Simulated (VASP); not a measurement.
# AlP (F-43m) in VASP: further runs

Runs on AlP. Level: PBE. Tasks: single point.

Program: VASP 6.6.1. These are calculated values, not measurements. Logs are shortened: lines on timing, memory, paths and dates and some standing lists are left out, and cuts for length are marked.

## (1) The cell of the first run

It takes space group F-43m (No. 216, cubic). Conventional cell: a = 5.535 Å, b = 5.535 Å, c = 5.535 Å, α = 90.00°, β = 90.00°, γ = 90.00°. Al (site symmetry -43m) has 4 P at 2.40 Å within 3.2 Å. Within 3.2 Å of P (site symmetry -43m) lie 4 Al at 2.40 Å.

## (2) Single point, PBE

Contents of INCAR:

```
PREC = Accurate ; ENCUT = 500
EDIFF = 1E-6 ; ISMEAR = 0
SIGMA = 0.01 ; LREAL = False
LASPH = True ; NELM = 120
ALGO = Normal ; ISIF = 2
LWAVE = False ; LCHARG = False
GGA = PE ; NBANDS = 11
GGA_COMPAT = False
```

Contents of KPOINTS:

```
regular mesh
0
Gamma
  4 4 4
```

Contents of POSCAR:

```
AlP
1.0
    0.0000000000      2.7674449115      2.7674449115
    2.7674449115      0.0000000000      2.7674449115
    2.7674449115      2.7674449115      0.0000000000
Al P
1 1
Direct
    0.0000000000      0.0000000000      0.0000000000
    0.2500000000      0.2500000000      0.2500000000
```

Potentials or basis: VASP PAW PBE potentials, release 64 (Al, P).

The run is started by

```
cat potpaw_PBE.64/Al/POTCAR potpaw_PBE.64/P/POTCAR > POTCAR
mpirun -np 1 vasp_std > vasp.out
```

OUTCAR:

```text
PREC = Accurate
   ENCUT = 500
   EDIFF = 1E-6
   ISMEAR = 0
   LREAL = False
   LASPH = True
   NELM = 120
   ISIF = 2
   GGA = PE

 ion  position               nearest neighbor table
   1  0.000  0.000  0.000-   2 2.40   2 2.40   2 2.40   2 2.40
   2  0.250  0.250  0.250-   1 2.40   1 2.40   1 2.40   1 2.40

  LATTYP: Found a face centered cubic cell.
 ALAT       =     5.5348898230

  Lattice vectors:

 A1 = (   0.0000000000,   2.7674449115,   2.7674449115)
 A2 = (   2.7674449115,   0.0000000000,   2.7674449115)
 A3 = (   2.7674449115,   2.7674449115,   0.0000000000)

Analysis of symmetry for initial positions (statically):
=====================================================================
 Subroutine PRICEL returns:
 Original cell was already a primitive cell.

 Routine SETGRP: Setting up the symmetry group for a
 face centered cubic supercell.

 Subroutine GETGRP returns: Found 24 space group operations
 (whereof 24 operations were pure point group operations)
 out of a pool of 48 trial point group operations.

The static configuration has the point symmetry T_d .

Analysis of symmetry for dynamics (positions and initial velocities):
=====================================================================
 Subroutine PRICEL returns:
 Original cell was already a primitive cell.

 Routine SETGRP: Setting up the symmetry group for a
 face centered cubic supercell.

 Subroutine GETGRP returns: Found 24 space group operations
 (whereof 24 operations were pure point group operations)
 out of a pool of 48 trial point group operations.

The dynamic configuration has the point symmetry T_d .

 Subroutine INISYM returns: Found 24 space group operations
 (whereof 24 operations are pure point group operations),
 and found     1 'primitive' translations

----------------------------------------------------------------------------------------

                                     Primitive cell

  volume of cell :      42.3903

  direct lattice vectors                    reciprocal lattice vectors
     0.000000000  2.767444912  2.767444912    -0.180672070  0.180672070  0.180672070
     2.767444912  0.000000000  2.767444912     0.180672070 -0.180672070  0.180672070
     2.767444912  2.767444912  0.000000000     0.180672070  0.180672070 -0.180672070

  length of vectors
     3.913758127  3.913758127  3.913758127     0.312933204  0.312933204  0.312933204

  position of ions in fractional coordinates (direct lattice)
     0.000000000  0.000000000  0.000000000
     0.250000000  0.250000000  0.250000000

  ion indices of the primitive-cell ions
   primitive index   ion index
                 1           1
                 2           2

----------------------------------------------------------------------------------------

 KPOINTS: regular mesh

Automatic generation of k-mesh.
 Grid dimensions read from file:
 generate k-points for:    4    4    4

 Generating k-lattice:

  Cartesian coordinates                     Fractional coordinates (reciprocal lattice)
    -0.045168017  0.045168017  0.045168017     0.250000000  0.000000000  0.000000000
     0.045168017 -0.045168017  0.045168017     0.000000000  0.250000000  0.000000000
     0.045168017  0.045168017 -0.045168017     0.000000000  0.000000000  0.250000000

  Length of vectors
     0.078233301  0.078233301  0.078233301

  Shift w.r.t. Gamma in fractional coordinates (k-lattice)
     0.000000000  0.000000000  0.000000000

 Subroutine IBZKPT returns following result:
 ===========================================

 Found      8 irreducible k-points:

 Following reciprocal coordinates:
            Coordinates               Weight
  0.000000  0.000000  0.000000      1.000000
  0.250000  0.000000  0.000000      8.000000
  0.500000  0.000000  0.000000      4.000000
  0.250000  0.250000  0.000000      6.000000
  0.500000  0.250000  0.000000     24.000000
 -0.250000  0.250000  0.000000     12.000000
  0.500000  0.500000  0.000000      3.000000
 -0.250000  0.500000  0.250000      6.000000
   k-points           NKPTS =      8   k-points in BZ     NKDIM =      8   number of bands    NBANDS=     11
   number of dos      NEDOS =    301   number of ions     NIONS =      2
   total plane-waves  NPLWV =  27000
   dimension x,y,z NGX =    30 NGY =   30 NGZ =   30
   dimension x,y,z NGXF=    60 NGYF=   60 NGZF=   60
   ions per type =               1   1
   NGX,Y,Z   is equivalent  to a cutoff of  12.74, 12.74, 12.74 a.u.
   NGXF,Y,Z  is equivalent  to a cutoff of  25.49, 25.49, 25.49 a.u.
 SYSTEM =  unknown system
   PREC   = accura    normal or accurate (medium, high low for compatibility)
   ISTART =      0    job   : 0-new  1-cont  2-samecut
   ICHARG =      2    charge: 1-file 2-atom 10-const
   ISPIN  =      1    spin polarized calculation?
   LNONCOLLINEAR =      F non collinear calculations
   LSORBIT =      F    spin-orbit coupling
   LASPH  =      T    aspherical Exc in radial PAW
   ENCUT  =  500.0 eV  36.75 Ry    6.06 a.u.   7.14  7.14  7.14*2*pi/ulx,y,z
   NELM   =    120;   NELMIN=  2; NELMDL= -5     # of ELM steps
   EDIFF  = 0.1E-05   stopping-criterion for ELM
   LREAL  =      F    real-space projection
   EDIFFG = 0.1E-04   stopping-criterion for IOM
   NSW    =      0    number of steps for IOM
   IBRION =     -1    ionic relax: 0-MD 1-quasi-New 2-CG
   NFREE  =      0    steps in history (QN), initial steepest desc. (CG)
   ISIF   =      2    stress and relaxation
   ISYM   =      2    0-nonsym 1-usesym 2-fastsym
   POTIM  = 0.5000    time-step for ionic-motion
   TEBEG  =    0.0;   TEEND  =   0.0 temperature during run
   PSTRESS=    0.0 pullay stress
   NELECT =       8.0000    total number of electrons
   NUPDOWN=      -1.0000    fix difference up-down
   EMIN   =  10.00;   EMAX   =-10.00  energy-range for DOS
   EFERMI =   0.00;   METHOD = LEGACY
   ISMEAR =     0;   SIGMA  =   0.01  broadening in eV -4-tet -1-fermi 0-gaus
   EFERMI_NEDOS =   21; number of points for ismear=-14 and -15
   IALGO  =     38    algorithm
   IMIX   =      4    mixing-type and parameters
     AMIX     =   0.40;   BMIX     =  1.00
     AMIX_MAG =   1.60;   BMIX_MAG =  1.00
  volume/ion in A,a.u.               =      21.20       143.03
  Fermi-wavevector in a.u.,A,eV,Ry     =   0.939037  1.774522 11.997477  0.881790
  Thomas-Fermi vector in A             =   2.066308
   LORBIT       =      0    0 simple, 1 ext, 2 COOP (PROOUT), +10 PAW based schemes
   GGA     = PE    functional components
   LHFCALC =     F    Hartree Fock is set to
   AEXX    =    0.0000 exact exchange contribution
   IVDW    =     0    specifies the selected vdW correction
   LEPSILON=     F    determine dielectric tensor
   LRPA    =     F    only Hartree local field effects (RPA)
 non-spin polarized calculation
 Gauss-broadening in eV      SIGMA  =   0.01
  energy-cutoff  :      500.00
  volume of cell :       42.39
 maximum number of plane-waves:      1090
 NGX is ok and might be reduce to    30
   NGX = 15   NGY = 15   NGZ = 15

 number of electron       8.0000000 magnetization

 Free energy of the ion-electron system (eV)
  ---------------------------------------------------
  ext. energy  EPLUGINS =         0.00000000
  ---------------------------------------------------
  free energy    TOTEN  =       -10.28246164 eV

  energy without entropy =      -10.28246164  energy(sigma->0) =      -10.28246164

 E-fermi :   4.3053     XC(G=0):  -9.0337

 val. band max:        4.2512040135   @ k =   0.0000   0.0000   0.0000
 cond. band min:       5.8849408231   @ k =   0.5000   0.5000   0.0000
 fundamental gap:      1.6337368096
 Fermi energy:         4.3052660372

 k-point     1 :       0.0000    0.0000    0.0000
  band No.  band energies     occupation
      1      -7.0291      2.00000
      2       4.2512      2.00000
      3       4.2512      2.00000
      4       4.2512      2.00000
      5       7.2035      0.00000
      6       8.7297      0.00000
      7       8.7297      0.00000
      8       8.7297      0.00000
      9      13.0166      0.00000
     10      13.0166      0.00000
     11      14.2424      0.00000

 k-point     2 :       0.2500    0.0000    0.0000
  band No.  band energies     occupation
      1      -6.4021      2.00000
      2       1.1396      2.00000
      3       3.8214      2.00000
      4       3.8214      2.00000
      5       7.3945      0.00000
      6       9.3161      0.00000
      7       9.3161      0.00000
      8      10.9219      0.00000
      9      12.5083      0.00000
     10      12.5083      0.00000
     11      14.4464      0.00000

 k-point     3 :       0.5000    0.0000    0.0000
  band No.  band energies     occupation
      1      -5.4422      2.00000
      2      -1.1155      2.00000
      3       3.5080      2.00000
      4       3.5080      2.00000
      5       6.8964      0.00000
      6       9.0325      0.00000
      7       9.0325      0.00000
      8      12.3965      0.00000
      9      15.6360      0.00000
     10      15.6360      0.00000
     11      15.7463      0.00000

 k-point     4 :       0.2500    0.2500    0.0000
  band No.  band energies     occupation
      1      -6.1859      2.00000
      2       1.3767      2.00000
      3       3.0109      2.00000
      4       3.0109      2.00000
      5       7.0857      0.00000
      6       8.2634      0.00000
      7      11.1664      0.00000
      8      11.1664      0.00000
      9      11.9620      0.00000
     10      14.1635      0.00000
     11      17.5796      0.00000

 k-point     5 :       0.5000    0.2500    0.0000
  band No.  band energies     occupation
      1      -5.1900      2.00000
      2      -0.5405      2.00000
      3       1.6853      2.00000
      4       2.7573      2.00000
      5       7.0353      0.00000
      6       9.4630      0.00000
      7      10.9440      0.00000
      8      11.2538      0.00000
      9      14.7898      0.00000
     10      15.6745      0.00000
     11      17.3087      0.00000

 k-point     6 :      -0.2500    0.2500    0.0000
  band No.  band energies     occupation
      1      -5.5501      2.00000
      2      -0.0096      2.00000
      3       1.5332      2.00000
      4       3.4352      2.00000
      5       7.9456      0.00000
      6      10.2291      0.00000
      7      10.3368      0.00000
      8      10.6304      0.00000
      9      11.8400      0.00000
     10      15.0493      0.00000
     11      17.2132      0.00000

 k-point     7 :       0.5000    0.5000    0.0000
  band No.  band energies     occupation
      1      -4.8162      2.00000
      2      -0.9386      2.00000
      3       2.2226      2.00000
      4       2.2226      2.00000
      5       5.8849      0.00000
      6       6.7084      0.00000
      7      14.9568      0.00000
      8      14.9568      0.00000
      9      15.8712      0.00000
     10      16.1694      0.00000
     11      16.1694      0.00000

 k-point     8 :      -0.2500    0.5000    0.2500
  band No.  band energies     occupation
      1      -4.7723      2.00000
      2      -0.5835      2.00000
      3       1.2197      2.00000
      4       1.5568      2.00000
      5       8.5572      0.00000
      6       9.9758      0.00000
      7      10.3588      0.00000
      8      10.4695      0.00000
      9      15.1986      0.00000
     10      15.9700      0.00000
     11      17.2406      0.00000

------------------------ aborting loop because EDIFF is reached ----------------------------------------

  FORCE on cell =-STRESS in cart. coord.  units (eV):
  Direction    XX          YY          ZZ          XY          YZ          ZX
  --------------------------------------------------------------------------------------
  -------------------------------------------------------------------------------------
  Total       -0.2471001     -0.2471001     -0.2471001      0.0000000      0.0000000     -0.0000000
  in kB       -9.3393463     -9.3393463     -9.3393463      0.0000000      0.0000000     -0.0000000
  external PRESSURE =      -9.3393463 kB  Pullay stress =       0.0000000 kB

 VOLUME and BASIS-vectors are now :
 -----------------------------------------------------------------------------
  energy-cutoff  :      500.00
  volume of cell :       42.39
      direct lattice vectors                 reciprocal lattice vectors
     0.000000000  2.767444912  2.767444912    -0.180672070  0.180672070  0.180672070
     2.767444912  0.000000000  2.767444912     0.180672070 -0.180672070  0.180672070
     2.767444912  2.767444912  0.000000000     0.180672070  0.180672070 -0.180672070

 POSITION                                       TOTAL-FORCE (eV/Angst)
 -----------------------------------------------------------------------------------
      0.00000      0.00000      0.00000        -0.000000     -0.000000     -0.000000
      1.38372      1.38372      1.38372         0.000000      0.000000      0.000000
 -----------------------------------------------------------------------------------
    total drift:                               -0.000000     -0.000000     -0.000000

  FREE ENERGIE OF THE ION-ELECTRON SYSTEM (eV)
  ---------------------------------------------------
  free  energy   TOTEN  =       -10.2824616351 eV

  energy  without entropy=      -10.2824616351  energy(sigma->0) =      -10.28246164
```

It took 7.4 s on 1 thread of AMD EPYC 7R13, shared host; peak memory 0.13 GiB.

What came out:

- Free energy: -10.2825 eV
- Pressure: -0.9 GPa
- Band gap on the k mesh: 1.63 eV, indirect (least direct gap 2.95 eV)

Levels at points of the mesh, in eV from the valence-band top:
| k point | band 1 | band 2 | band 3 | band 4 | band 5 | band 6 | band 7 | band 8 | band 9 |
| --- | --- | --- | --- | --- | --- | --- | --- | --- | --- |
| (0.00, 0.00, 0.00) | -11.28 | 0.00 | 0.00 | 0.00 | 2.95 | 4.48 | 4.48 | 4.48 | 8.77 |
| (0.50, 0.00, 0.00) | -9.69 | -5.37 | -0.74 | -0.74 | 2.65 | 4.78 | 4.78 | 8.15 | 11.38 |
| (0.50, 0.50, 0.00) | -9.07 | -5.19 | -2.03 | -2.03 | 1.63 | 2.46 | 10.71 | 10.71 | 11.62 |

Caveat: the k points lie up to 0.49 Å⁻¹ apart.

## (3) Single point, PBE

This run uses another cell than the first one, of 20.38 Å³/atom, 0.962 times its volume.

Contents of INCAR:

```
PREC     = Accurate       # precision mode
ENCUT    = 500            # plane-wave cutoff, eV
EDIFF    = 1E-6           # SCF threshold, eV
ISMEAR   = 0              # smearing method
SIGMA    = 0.01           # smearing width, eV
LREAL    = False          # projectors in reciprocal space
LASPH    = True           # aspherical terms in the spheres
NELM     = 120            # most SCF steps
ALGO     = Normal         # electronic algorithm
ISIF     = 2              # what is computed and relaxed
LWAVE    = False          # write WAVECAR
LCHARG   = True           # write CHGCAR
GGA      = PE             # functional
LELF     = True           # ELF
LVHAR    = True         
NBANDS   = 11             # bands
GGA_COMPAT= False
```

Contents of KPOINTS:

```
regular mesh
0
Gamma
  6 6 6
```

Contents of POSCAR:

```
AlP
1.0
    0.0000000000      2.7315000000      2.7315000000
    2.7315000000      0.0000000000      2.7315000000
    2.7315000000      2.7315000000      0.0000000000
Al P
1 1
Direct
    0.0000000000      0.0000000000      0.0000000000
    0.2500000000      0.2500000000      0.2500000000
```

Potentials or basis: VASP PAW PBE potentials, release 64 (Al, P).

The run is started by

```
cat potpaw_PBE.64/Al/POTCAR potpaw_PBE.64/P/POTCAR > POTCAR
mpirun -np 1 vasp_std > vasp.out
```

OUTCAR:

```text
PREC = Accurate
   ENCUT = 500
   EDIFF = 1E-6
   ISMEAR = 0
   LREAL = False
   LASPH = True
   NELM = 120
   ISIF = 2
   GGA = PE

 ion  position               nearest neighbor table
   1  0.000  0.000  0.000-   2 2.37   2 2.37   2 2.37   2 2.37
   2  0.250  0.250  0.250-   1 2.37   1 2.37   1 2.37   1 2.37

  LATTYP: Found a face centered cubic cell.
 ALAT       =     5.4630000000

  Lattice vectors:

 A1 = (   0.0000000000,   2.7315000000,   2.7315000000)
[... 398 lines left out ...]

------------------------ aborting loop because EDIFF is reached ----------------------------------------

  FORCE on cell =-STRESS in cart. coord.  units (eV):
  Direction    XX          YY          ZZ          XY          YZ          ZX
  --------------------------------------------------------------------------------------
  -------------------------------------------------------------------------------------
  Total        0.5261310      0.5261310      0.5261310     -0.0000000      0.0000000     -0.0000000
  in kB       20.6809666     20.6809666     20.6809666     -0.0000000      0.0000000     -0.0000000
  external PRESSURE =      20.6809666 kB  Pullay stress =       0.0000000 kB

 VOLUME and BASIS-vectors are now :
 -----------------------------------------------------------------------------
  energy-cutoff  :      500.00
  volume of cell :       40.76
      direct lattice vectors                 reciprocal lattice vectors
     0.000000000  2.731500000  2.731500000    -0.183049606  0.183049606  0.183049606
     2.731500000  0.000000000  2.731500000     0.183049606 -0.183049606  0.183049606
     2.731500000  2.731500000  0.000000000     0.183049606  0.183049606 -0.183049606

 POSITION                                       TOTAL-FORCE (eV/Angst)
 -----------------------------------------------------------------------------------
      0.00000      0.00000      0.00000         0.000000      0.000000     -0.000000
      1.36575      1.36575      1.36575         0.000000     -0.000000      0.000000
 -----------------------------------------------------------------------------------
    total drift:                               -0.000000     -0.000000      0.000000

  FREE ENERGIE OF THE ION-ELECTRON SYSTEM (eV)
  ---------------------------------------------------
  free  energy   TOTEN  =       -10.3630653744 eV

  energy  without entropy=      -10.3630653744  energy(sigma->0) =      -10.36306537
```

stdout:

```text
POSCAR found type information on POSCAR AlP
 POSCAR found :  2 types and       2 ions
 scaLAPACK will be used
 LDA part: xc-table for (Slater+PW92), standard interpolation
 POSCAR, INCAR and KPOINTS ok, starting setup
 FFT: planning ... GRIDC
 FFT: planning ... GRID_SOFT
 FFT: planning ... GRID
 WAVECAR not read
 entering main loop
```

Wall time 11 s (1 thread of AMD EPYC 7R13, shared host); peak memory 0.12 GiB.

Results:

```
Free energy            : -10.3631 eV
Pressure               : 2.1 GPa
Band gap on the k mesh : 1.58 eV, indirect (least direct gap 3.29 eV)
```

Levels at points of the mesh, in eV from the valence-band top:
```csv
k point,band 2,band 3,band 4,band 5,band 6,band 7
"(0.00, 0.00, 0.00)",0.00,0.00,0.00,3.29,4.56,4.56
"(0.50, 0.00, 0.00)",-5.52,-0.76,-0.76,2.81,4.82,4.82
"(0.50, 0.50, 0.00)",-5.30,-2.10,-2.10,1.58,2.47,11.06
```

A k mesh can miss the band edges.
